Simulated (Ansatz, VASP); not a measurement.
Two plane-wave programs on Mo

```
CELL_PARAMETERS angstrom
-1.56464 1.56464 1.56464
1.56464 -1.56464 1.56464
1.56464 1.56464 -1.56464
ATOMIC_POSITIONS crystal
Mo 0.00000 0.00000 0.00000
```

Alike in both runs: task single point; functional r2SCAN; k mesh 18 × 18 × 18; occupations gaussian, width 0.1 eV; no spin polarisation.

```csv
,VASP,Ansatz
version,VASP 6.6.1,Ansatz 0.2.0
potentials or method,"VASP PAW PBE potentials, release 64 (Mo_sv), cutoff 550 eV","scalar-relativistic, plane waves, PAW"
valence electrons in the cell,14,14
```

VASP gave:

- gap on the k mesh at the Fermi level (eV): none
- pressure (GPa): 6.9

Problem. Estimate Ansatz's values.

Solution. gap on the k mesh at the Fermi level (eV): none; pressure (GPa): 5.7.

VASP's potentials were made for PBE, not for r2SCAN. A gap of «none» marks a metal or a gap that the smearing closes.
